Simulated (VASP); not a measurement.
# MnFe2N2 (P-3m1) in VASP: a series of runs, part 3 of 3

VASP 6.6.1.

### Step 6. Single point, PBE, collinear spin, ferromagnetic start

This run uses another cell than the first one, of 9.06 Å³/atom.

INCAR reads:

```
SYSTEM = MnFe2N2
PREC = Accurate ; ENCUT = 520
EDIFF = 1E-7 ; ISMEAR = 0
SIGMA = 0.1 ; LREAL = .FALSE.
LASPH = .TRUE. ; NELM = 150
ALGO = Normal ; ISIF = 2
LWAVE = .FALSE. ; LCHARG = .FALSE.
ISPIN = 2 ; MAGMOM = 4 0 0 0 0
LORBIT = 11 ; LMAXMIX = 4
GGA = PE ; NBANDS = 32
```

KPOINTS reads:

```
regular mesh
0
G
  12 12 6
  0 0 0
```

POSCAR reads:

```
MnFe2N2
1.0
    2.8891611765      0.0000000000      0.0000000000
   -1.4445805882      2.5020869745      0.0000000000
    0.0000000000      0.0000000000      6.2684978816
Mn Fe N
1 2 2
Direct
    0.0000000000      0.0000000000      0.5000000000
    0.6666666667      0.3333333333      0.1676699115
    0.3333333333      0.6666666667      0.8323300885
    0.6666666667      0.3333333333      0.7057245447
    0.3333333333      0.6666666667      0.2942754553
```

Potentials or basis: VASP PAW PBE potentials, release 64 (Mn_pv, Fe, N).

Launch:

```console
> cat potpaw_PBE.64/Mn_pv/POTCAR potpaw_PBE.64/Fe/POTCAR potpaw_PBE.64/N/POTCAR > POTCAR
> mpirun -np 1 vasp_std > vasp.out
```

OUTCAR:

```text
SYSTEM = MnFe2N2
   PREC = Accurate
   ENCUT = 520
   EDIFF = 1E-7
   ISMEAR = 0
   LREAL = .FALSE.
   LASPH = .TRUE.
   NELM = 150
   ISIF = 2
   ISPIN = 2
   LORBIT = 11
   GGA = PE

 ion  position               nearest neighbor table
   1  0.000  0.000  0.500-   4 2.11   5 2.11   5 2.11   4 2.11   4 2.11   5 2.11   2 2.67   3 2.67
                             3 2.67   2 2.67   3 2.67   2 2.67
   2  0.667  0.333  0.168-   5 1.85   5 1.85   5 1.85   1 2.67   1 2.67   1 2.67   3 2.68   3 2.68
                             3 2.68
   3  0.333  0.667  0.832-   4 1.85   4 1.85   4 1.85   1 2.67   1 2.67   1 2.67   2 2.68   2 2.68
                             2 2.68
   4  0.667  0.333  0.706-   3 1.85   3 1.85   3 1.85   1 2.11   1 2.11   1 2.11
   5  0.333  0.667  0.294-   2 1.85   2 1.85   2 1.85   1 2.11   1 2.11   1 2.11

  LATTYP: Found a hexagonal cell.
 ALAT       =     2.8891611765
 C/A-ratio  =     2.1696601535

  Lattice vectors:

 A1 = (   2.8891611765,   0.0000000000,   0.0000000000)
 A2 = (  -1.4445805882,   2.5020869745,   0.0000000000)
 A3 = (   0.0000000000,   0.0000000000,   6.2684978816)

[... 1849 lines left out ...]
  -------------------------------------------------------------------------------------
  Total        0.6105976      0.6105976      0.2473925      0.0000000     -0.0000000     -0.0000000
  in kB       21.5887772     21.5887772      8.7470051      0.0000000     -0.0000000     -0.0000000
  external PRESSURE =      17.3081865 kB  Pullay stress =       0.0000000 kB

 VOLUME and BASIS-vectors are now :
 -----------------------------------------------------------------------------
  energy-cutoff  :      520.00
  volume of cell :       45.31
      direct lattice vectors                 reciprocal lattice vectors
     2.889161177  0.000000000  0.000000000     0.346121223  0.199833181  0.000000000
    -1.444580588  2.502086975  0.000000000     0.000000000  0.399666363  0.000000000
     0.000000000  0.000000000  6.268497882     0.000000000  0.000000000  0.159527852

 POSITION                                       TOTAL-FORCE (eV/Angst)
 -----------------------------------------------------------------------------------
      0.00000      0.00000      3.13425         0.000000      0.000000      0.000000
      1.44458      0.83403      1.05104        -0.000000      0.000000     -0.137263
     -0.00000      1.66806      5.21746         0.000000     -0.000000      0.137263
      1.44458      0.83403      4.42383         0.000000      0.000000     -0.099504
     -0.00000      1.66806      1.84467         0.000000      0.000000      0.099504
 -----------------------------------------------------------------------------------
    total drift:                               -0.000000      0.000000     -0.000000

  FREE ENERGIE OF THE ION-ELECTRON SYSTEM (eV)
  ---------------------------------------------------
  free  energy   TOTEN  =       -42.0745345933 eV

  energy  without entropy=      -42.0569069657  energy(sigma->0) =      -42.06572078

 total charge

# of ion       s       p       d       tot
------------------------------------------
    1        0.254   6.309   5.194  11.758
    2        0.444   0.643   6.550   7.636
    3        0.444   0.643   6.550   7.636
    4        1.247   2.470   0.000   3.717
    5        1.247   2.470   0.000   3.717
--------------------------------------------------
tot          3.635  12.534  18.294  34.464

 magnetization (x)

# of ion       s       p       d       tot
------------------------------------------
    1        0.012   0.016   2.521   2.548
    2        0.000  -0.009   0.117   0.108
    3        0.000  -0.009   0.117   0.108
    4        0.000  -0.029   0.000  -0.028
    5        0.000  -0.029   0.000  -0.028
--------------------------------------------------
tot          0.013  -0.060   2.754   2.707
```

Wall time 9.5 min (1 thread of AMD EPYC 7R13, shared host); peak memory 0.33 GiB.

What came out:

* Free energy: -42.0745 eV
* Pressure: 1.7 GPa
* Largest force: 0.137 eV/Å
* Net moment: 2.71 μB per cell
* Site moments: Mn +2.55; Fe +0.11; N -0.03 μB
* Valence electrons inside the program's atomic spheres: Mn 11.76; Fe 7.64; N 3.72

Forces in eV/Å, atoms in the order of the input:
```
Mn   0.000  0.000  0.000
Fe   0.000  0.000 -0.137
Fe   0.000  0.000  0.137
N    0.000  0.000 -0.100
N    0.000  0.000  0.100
```

Levels at points of the mesh, in eV from the Fermi level:
Spin up:
| k point | band 18 | band 19 | band 20 | band 21 | band 22 | band 23 | band 24 | band 25 |
| --- | --- | --- | --- | --- | --- | --- | --- | --- |
| (0.00, 0.00, 0.00) | -1.14 | -1.14 | -0.83 | -0.83 | 0.85 | 1.49 | 2.14 | 2.14 |
| (0.50, 0.00, 0.00) | -0.95 | -0.25 | -0.14 | -0.13 | -0.12 | 0.03 | 0.65 | 1.33 |
| (0.00, 0.00, 0.50) | -1.68 | -1.68 | -0.41 | -0.41 | 0.88 | 2.13 | 2.46 | 2.46 |
| (0.50, 0.00, 0.50) | -0.82 | -0.56 | -0.43 | -0.23 | 0.05 | 0.27 | 1.32 | 1.64 |
Spin down:
| k point | band 14 | band 15 | band 16 | band 17 | band 18 | band 19 | band 20 | band 21 | band 22 | band 23 |
| --- | --- | --- | --- | --- | --- | --- | --- | --- | --- | --- |
| (0.00, 0.00, 0.00) | -1.86 | -0.71 | -0.59 | -0.59 | -0.45 | -0.45 | 0.54 | 0.54 | 0.76 | 1.81 |
| (0.50, 0.00, 0.00) | -1.69 | -0.75 | -0.51 | -0.24 | -0.02 | 0.08 | 0.48 | 0.71 | 0.93 | 1.37 |
| (0.00, 0.00, 0.50) | -1.45 | -1.31 | -1.31 | -1.00 | -0.59 | -0.59 | 0.81 | 0.81 | 1.34 | 2.05 |
| (0.50, 0.00, 0.50) | -1.50 | -0.80 | -0.61 | -0.26 | -0.26 | -0.12 | 0.01 | 1.11 | 1.27 | 1.72 |

Caveat: the run started ferromagnetic, and an antiferromagnetic order may lie lower in energy. With open d or f shells a metallic result of PBE can be an artefact of self-interaction; +U or a hybrid may open a gap.

### Step 7. The runs side by side

```tsv
task	spin	cell	k mesh	cutoff (eV)	gap on the mesh (eV)	pressure (GPa)	moment (μB)	largest force (eV/Å)
single point	off	a = 2.900, b = 2.900, c = 6.042 Å, angles 90.0, 90.0, 120.0°, 5 atoms, atomic positions A	12 × 12 × 6	520	none	2.0	-	0.13
single point	off	a = 2.894, b = 2.894, c = 6.294 Å, angles 90.0, 90.0, 120.0°, 5 atoms, atomic positions B	12 × 12 × 6	520	none	-7.0	-	0.48
single point	collinear, ferromagnetic start	a = 2.894, b = 2.894, c = 6.294 Å, angles 90.0, 90.0, 120.0°, 5 atoms, atomic positions B	6 × 6 × 4	520	none	-0.2	2.65	0.11
relaxation of cell and atoms	off	relaxed from a = 2.894, b = 2.894, c = 6.294 Å, angles 90.0, 90.0, 120.0°, 5 atoms, atomic positions B	12 × 12 × 6	600	none	0.0	-	0.01
single point	collinear, ferromagnetic start	a = 2.889, b = 2.889, c = 6.268 Å, angles 90.0, 90.0, 120.0°, 5 atoms, atomic positions C	12 × 12 × 6	520	none	1.7	2.71	0.14
```

Alike in all rows: level PBE; potentials or basis VASP PAW PBE potentials, release 64 (Mn_pv, Fe, N); smearing gaussian 0.1 eV.

Caveats: some runs use coarse meshes; the run started ferromagnetic, and an antiferromagnetic order may lie lower in energy (at least some runs); the stress differs along the axes, from -13 to -4 GPa (at least some runs).

Total energies depend on the potentials used, so only differences within one code and one set of settings carry meaning.
